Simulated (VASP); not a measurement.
# LaRhI6 in VASP: a series of runs

The runs below take LaRhI6 through single point, with PBEsol.

Program: VASP 6.6.1. These are calculated values, not measurements. Logs are shortened: lines on timing, memory, paths and dates and some standing lists are left out, and cuts for length are marked.

### Step 1. The cell of the first run

The typed cell holds 8 atoms: a = 7.061 Å, b = 7.067 Å, c = 7.803 Å, α = 63.06°, β = 90.02°, γ = 60.01°.

### Step 2. Single point, PBEsol

INCAR

```
PREC     = Accurate       # precision mode
ENCUT    = 520            # plane-wave cutoff, eV
EDIFF    = 1E-6           # SCF threshold, eV
ISMEAR   = -1             # smearing method
SIGMA    = 0.05           # smearing width, eV
LREAL    = F              # projectors in reciprocal space
LASPH    = T              # aspherical terms in the spheres
NELM     = 60             # most SCF steps
ALGO     = Normal         # electronic algorithm
ISIF     = 2              # what is computed and relaxed
LWAVE    = F              # write WAVECAR
LCHARG   = T              # write CHGCAR
GGA      = PS             # functional
LELF     = T              # ELF
LVHAR    = T            
NBANDS   = 44             # bands
```

KPOINTS

```
regular mesh
0
Gamma
  4 4 4
```

POSCAR

```
LaRhI6
1.0
    7.0596537811      0.0922106635     -0.0698364401
    3.4532428568      6.1645752262      0.1256003186
    0.0134720702      3.9076502739      6.7540501358
La Rh I
1 1 6
Direct
   -0.0009753748     -0.0046489564      0.0047518062
    0.4990094680     -0.0046524796      0.5047561547
    0.7165601242      0.8260550004      0.2755191241
    0.2814335944      0.1647011038      0.7339430860
    0.5471875348      0.5485535004      0.7340914404
    0.4508409638      0.4421386342      0.2754281396
    0.1000509778      0.1765661477      0.2753341626
    0.8979608543      0.8140995979      0.7342124559
```

Potentials or basis: VASP PAW PBE potentials, release 64 (La, Rh_pv, I).

Run with:

```bash
cat potpaw_PBE.64/La/POTCAR potpaw_PBE.64/Rh_pv/POTCAR potpaw_PBE.64/I/POTCAR > POTCAR
mpirun -np 1 vasp_std > vasp.out
```

OUTCAR:

```text
PREC = Accurate
   ENCUT = 520
   EDIFF = 1E-6
   ISMEAR = -1
   LREAL = F
   LASPH = T
   NELM = 60
   ISIF = 2
   GGA = PS

 ion  position               nearest neighbor table
   1  0.999  0.995  0.005-   7 3.16   8 3.16   6 3.16   5 3.16   4 3.16   3 3.16
   2  0.499  0.995  0.505-   7 2.66   8 2.66   4 2.66   5 2.66   6 2.66   3 2.66
   3  0.717  0.826  0.276-   2 2.66   1 3.16
   4  0.281  0.165  0.734-   2 2.66   1 3.16
   5  0.547  0.549  0.734-   2 2.66   1 3.16
   6  0.451  0.442  0.275-   2 2.66   1 3.16
   7  0.100  0.177  0.275-   2 2.66   1 3.16
   8  0.898  0.814  0.734-   2 2.66   1 3.16

  LATTYP: Found a triclinic cell.
 ALAT       =     7.0652676286
 B/A-ratio  =     1.0002468016
 C/A-ratio  =     1.1036741011
 COS(alpha) =     0.0003710078
 COS(beta)  =     0.4522866839
 COS(gamma) =     0.5007834728

  Lattice vectors:

 A1 = (  -3.6064109243,   6.0723645627,   0.1954367587)
 A2 = (   3.4532428568,   6.1645752262,   0.1256003186)
 A3 = (  -3.6198829945,   2.1647142888,  -6.5586133771)

Analysis of symmetry for initial positions (statically):
=====================================================================
 Subroutine PRICEL returns:
 Original cell was already a primitive cell.

 Routine SETGRP: Setting up the symmetry group for a
 triclinic supercell.

 Subroutine GETGRP returns: Found  1 space group operations
 (whereof  1 operations were pure point group operations)
 out of a pool of  2 trial point group operations.

The static configuration has the point symmetry C_1 .

Analysis of symmetry for dynamics (positions and initial velocities):
=====================================================================
 Subroutine PRICEL returns:
 Original cell was already a primitive cell.

 Routine SETGRP: Setting up the symmetry group for a
 triclinic supercell.

 Subroutine GETGRP returns: Found  1 space group operations
 (whereof  1 operations were pure point group operations)
 out of a pool of  2 trial point group operations.

The dynamic configuration has the point symmetry C_1 .

 Subroutine INISYM returns: Found  1 space group operations
 (whereof  1 operations are pure point group operations),
 and found     1 'primitive' translations

----------------------------------------------------------------------------------------
[... 107 lines left out ...]
   EDIFFG = 0.1E-04   stopping-criterion for IOM
   NSW    =      0    number of steps for IOM
   IBRION =     -1    ionic relax: 0-MD 1-quasi-New 2-CG
   NFREE  =      0    steps in history (QN), initial steepest desc. (CG)
   ISIF   =      2    stress and relaxation
   ISYM   =      2    0-nonsym 1-usesym 2-fastsym
   POTIM  = 0.5000    time-step for ionic-motion
   TEBEG  =    0.0;   TEEND  =   0.0 temperature during run
   PSTRESS=    0.0 pullay stress
   NELECT =      68.0000    total number of electrons
   NUPDOWN=      -1.0000    fix difference up-down
   EMIN   =  10.00;   EMAX   =-10.00  energy-range for DOS
   EFERMI =   0.00;   METHOD = LEGACY
   ISMEAR =    -1;   SIGMA  =   0.05  broadening in eV -4-tet -1-fermi 0-gaus
   EFERMI_NEDOS =   21; number of points for ismear=-14 and -15
   IALGO  =     38    algorithm
   IMIX   =      4    mixing-type and parameters
     AMIX     =   0.40;   BMIX     =  1.00
     AMIX_MAG =   1.60;   BMIX_MAG =  1.00
  volume/ion in A,a.u.               =      35.92       242.42
  Fermi-wavevector in a.u.,A,eV,Ry     =   1.012568  1.913476 13.949975  1.025294
  Thomas-Fermi vector in A             =   2.145685
   LORBIT       =      0    0 simple, 1 ext, 2 COOP (PROOUT), +10 PAW based schemes
   GGA     = PS    functional components
   LHFCALC =     F    Hartree Fock is set to
   AEXX    =    0.0000 exact exchange contribution
   IVDW    =     0    specifies the selected vdW correction
   LEPSILON=     F    determine dielectric tensor
   LRPA    =     F    only Hartree local field effects (RPA)
 non-spin polarized calculation
  energy-cutoff  :      520.00
  volume of cell :      287.38
 maximum number of plane-waves:      7760
 NGX is ok and might be reduce to    54
   NGX = 27   NGY = 27   NGZ = 29

 number of electron      68.0000000 magnetization

 Free energy of the ion-electron system (eV)
  ---------------------------------------------------
  ext. energy  EPLUGINS =         0.00000000
  ---------------------------------------------------
  free energy    TOTEN  =       -29.99280188 eV

  energy without entropy =      -29.99265597  energy(sigma->0) =      -29.99272892

 E-fermi :   4.4111     XC(G=0):  -8.9233

 val. band max:        4.0642965582   @ k =   0.5000  -0.0000   0.0000
 cond. band min:       4.7386605775   @ k =   0.5000   0.5000   0.5000
 fundamental gap:      0.6743640193
 Fermi energy:         4.4110999495

 k-point     1 :       0.0000    0.0000    0.0000
  band No.  band energies     occupation
      1     -41.9447      2.00000
      2     -41.9381      2.00000
      3     -41.9376      2.00000
      4     -28.3540      2.00000
      5     -12.1903      2.00000
      6     -12.1900      2.00000
[... 1117 lines left out ...]
     43       6.6186      0.00000
     44       6.8262      0.00000

 [... further k-points ...]

------------------------ aborting loop because EDIFF is reached ----------------------------------------

  FORCE on cell =-STRESS in cart. coord.  units (eV):
  Direction    XX          YY          ZZ          XY          YZ          ZX
  --------------------------------------------------------------------------------------
  -------------------------------------------------------------------------------------
  Total       -0.0295400     -0.0526100     -0.0523463     -0.0033057     -0.0021359      0.0032736
  in kB       -0.1646874     -0.2933041     -0.2918340     -0.0184294     -0.0119080      0.0182507
  external PRESSURE =      -0.2499418 kB  Pullay stress =       0.0000000 kB

 VOLUME and BASIS-vectors are now :
 -----------------------------------------------------------------------------
  energy-cutoff  :      520.00
  volume of cell :      287.38
      direct lattice vectors                 reciprocal lattice vectors
     7.059653781  0.092210663 -0.069836440     0.143171620 -0.081152006  0.046666050
     3.453242857  6.164575226  0.125600319    -0.003116721  0.165918808 -0.095988433
     0.013472070  3.907650274  6.754050136     0.001538345 -0.003924582  0.150326863

 POSITION                                       TOTAL-FORCE (eV/Angst)
 -----------------------------------------------------------------------------------
     10.49002      6.24661      0.08734        -0.000060     -0.000083      0.000092
      6.96681      8.15432      3.49932         0.000145     -0.000133     -0.000222
      7.91495      6.23499      1.91458         0.001783      0.004317      0.000677
      2.56546      3.90926      4.95812        -0.002031     -0.004218     -0.000247
      5.76713      6.30063      4.98878         0.004815      0.000202     -0.001197
      4.71330      3.84345      1.88430        -0.004846     -0.000160      0.001098
      1.31976      2.17359      1.87481         0.002957     -0.003437      0.001203
      9.16047      7.97043      4.99845        -0.002762      0.003511     -0.001404
 -----------------------------------------------------------------------------------
    total drift:                                0.000010     -0.000104      0.000105

  FREE ENERGIE OF THE ION-ELECTRON SYSTEM (eV)
  ---------------------------------------------------
  free  energy   TOTEN  =       -29.9928018785 eV

  energy  without entropy=      -29.9926559660  energy(sigma->0) =      -29.99272892
```

Wall time 30 min (1 thread of Intel Xeon 8259CL, shared host); peak memory 0.74 GiB.

Results:

```
Free energy            : -29.9928 eV
Pressure               : 0.0 GPa
Largest force          : 0.005 eV/Å
Band gap on the k mesh : 0.67 eV (least direct gap 0.82 eV)
```

Forces in eV/Å, atoms in the order of the input:
```
La   0.000  0.000  0.000
Rh   0.000  0.000  0.000
I    0.002  0.004  0.001
I   -0.002 -0.004  0.000
I    0.005  0.000 -0.001
I   -0.005  0.000  0.001
I    0.003 -0.003  0.001
I   -0.003  0.004 -0.001
```

Levels at points of the mesh, in eV from the valence-band top:
```tsv
k point	band 30	band 31	band 32	band 33	band 34	band 35	band 36	band 37	band 38	band 39
(0.00, 0.00, 0.00)	-0.83	-0.83	-0.28	-0.28	-0.26	0.96	0.96	2.44	2.46	2.49
(0.50, 0.00, 0.00)	-0.85	-0.61	-0.58	-0.43	0.00	1.21	1.33	2.43	2.46	2.50
(0.00, 0.50, 0.00)	-0.94	-0.86	-0.68	-0.56	-0.15	0.67	1.17	2.44	2.45	2.46
(0.50, 0.50, 0.00)	-0.85	-0.61	-0.58	-0.43	0.00	1.20	1.33	2.43	2.46	2.50
(0.00, 0.00, 0.50)	-0.66	-0.57	-0.56	-0.39	-0.39	1.29	1.29	2.38	2.46	2.50
(0.50, 0.00, 0.50)	-0.94	-0.85	-0.68	-0.56	-0.15	0.68	1.17	2.44	2.45	2.46
(0.00, 0.50, 0.50)	-0.85	-0.61	-0.58	-0.43	0.00	1.20	1.33	2.43	2.46	2.50
(0.50, 0.50, 0.50)	-0.94	-0.86	-0.68	-0.56	-0.15	0.67	1.17	2.44	2.45	2.46
```

Caveat: semilocal functionals underestimate gaps, and a narrow one can read as zero; the PAW data sets were made with another functional, which shifts forces and pressure a little; spin-orbit coupling is left out, which moves the levels of the heavy elements. A k mesh can miss the band edges.

### Step 3. Single point, PBEsol

INCAR

```
SYSTEM = LaRhI6
ALGO = Normal
EDIFF = 1E-7
ENCUT = 520
GGA = PS
ISIF = 2
ISMEAR = -1
LASPH = .TRUE.
LCHARG = .FALSE.
LREAL = .FALSE.
LWAVE = .FALSE.
NBANDS = 44
NELM = 100
PREC = Accurate
SIGMA = 0.03
```

KPOINTS

```
k-points
0
G
  4 4 4
  0 0 0
```

POSCAR

```
LaRhI6
1.0
    7.0749979932      0.0922972486     -0.0662728511
    3.4607918677      6.1668228679      0.1243865550
    0.0167963139      3.9059902179      6.7440851550
La Rh I
1 1 6
Direct
    0.0000000000      0.0000000000      0.0000000000
    0.5000000000      0.0000000000      0.5000000000
    0.7172812242      0.8313470465      0.2701815272
    0.2827187758      0.1686529535      0.7298184728
    0.5487487514      0.5530799755      0.7297290592
    0.4512512486      0.4469200245      0.2702709408
    0.1020304246      0.1809348274      0.2703377763
    0.8979695754      0.8190651726      0.7296622237
```

Potentials or basis: VASP PAW PBE potentials, release 64 (La, Rh_pv, I).

Run with:

```bash
cat potpaw_PBE.64/La/POTCAR potpaw_PBE.64/Rh_pv/POTCAR potpaw_PBE.64/I/POTCAR > POTCAR
mpirun -np 1 vasp_std > vasp.out
```

Wall time 25 min (1 thread of Intel Xeon 8259CL, shared host); peak memory 0.73 GiB.

The run converged. Its results:

| Item | Value |
| --- | --- |
| Free energy | -29.9928 eV |
| Pressure | 0.0 GPa |
| Largest force | 0.006 eV/Å |
| Band gap on the k mesh | 0.68 eV (least direct gap 0.83 eV) |

Forces on the atoms (eV/Å):
```
La   0.000  0.000  0.000
Rh   0.000  0.000  0.000
I    0.003 -0.001  0.005
I   -0.003  0.001 -0.005
I    0.001 -0.002 -0.005
I   -0.001  0.002  0.005
I   -0.002 -0.003  0.004
I    0.002  0.003 -0.004
```

Levels at points of the mesh, in eV from the valence-band top:
```tsv
k point	band 31	band 32	band 33	band 34	band 35	band 36	band 37	band 38
(0.00, 0.00, 0.00)	-0.83	-0.28	-0.28	-0.25	0.96	0.96	2.44	2.46
(0.50, 0.00, 0.00)	-0.60	-0.57	-0.43	0.00	1.21	1.33	2.43	2.46
(0.00, 0.50, 0.00)	-0.85	-0.68	-0.56	-0.15	0.68	1.17	2.45	2.45
(0.50, 0.50, 0.00)	-0.60	-0.58	-0.43	0.00	1.21	1.33	2.43	2.46
(0.00, 0.00, 0.50)	-0.58	-0.57	-0.39	-0.39	1.29	1.29	2.38	2.46
(0.50, 0.00, 0.50)	-0.85	-0.68	-0.56	-0.15	0.68	1.17	2.45	2.45
(0.00, 0.50, 0.50)	-0.60	-0.58	-0.43	0.00	1.21	1.33	2.43	2.46
(0.50, 0.50, 0.50)	-0.85	-0.68	-0.56	-0.15	0.68	1.17	2.45	2.45
```

Caveat: semilocal functionals underestimate gaps, and a narrow one can read as zero; the PAW data sets were made with another functional, which shifts forces and pressure a little; spin-orbit coupling is left out, which moves the levels of the heavy elements. A k mesh can miss the band edges.
